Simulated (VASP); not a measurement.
Wanted: the native input for a VASP 6.6.1 run.

- Task: single point
- Functional: PBE
- Dispersion: D3(BJ)
- Potentials or basis: VASP PAW PBE potentials, release 64 (Te, Pt)
- Cutoff: 500 eV
- k mesh: 12 × 12 × 8
- Occupations: gaussian, width 0.1 eV
- Spin: no spin polarisation
- Dipole correction: no
- Further INCAR settings: ALGO = Normal; EDIFF = 1e-06; NBANDS = 18

The structure of Te2Pt lies in POSCAR:

```
Te2Pt
1.0
    4.0100000000      0.0000000000      0.0000000000
   -2.0050000000      3.4727618692      0.0000000000
    0.0000000000      0.0000000000      5.2010000000
Te Pt
2 1
Direct
    0.3333333333      0.6666666667      0.2670160331
    0.6666666667      0.3333333333      0.7329839669
    0.0000000000      0.0000000000      0.0000000000
```

The input as run:

INCAR

```
SYSTEM = Te2Pt
PREC = Accurate
ENCUT = 500
EDIFF = 1E-6
ISMEAR = 0
SIGMA = 0.1
LREAL = .FALSE.
LASPH = .TRUE.
NELM = 120
ALGO = Normal
ISIF = 2
LWAVE = .FALSE.
LCHARG = .FALSE.
GGA = PE
IVDW = 12
NBANDS = 18
GGA_COMPAT = .FALSE.
```

KPOINTS

```
regular mesh
0
G
  12 12 8
  0 0 0
```

Potentials or basis: VASP PAW PBE potentials, release 64 (Te, Pt).

Launch:

```sh
$ cat potpaw_PBE.64/Te/POTCAR potpaw_PBE.64/Pt/POTCAR > POTCAR
$ mpirun -np 1 vasp_std > vasp.out
```

Results of the run:

```yaml
Pressure: 0.4 GPa
Largest_force: 0.015 eV/Å
Band_gap_on_the_k_mesh: zero (bands 11 and 12 overlap by 1.35 eV)
Dispersion_energy_per_atom: -0.566 eV
```

Caveat: spin-orbit coupling is left out, which moves the levels of the heavy elements.

It took 74 s on 1 thread of AMD EPYC 9R45 (Zen 5), with other jobs on the host, peak memory 0.27 GiB.
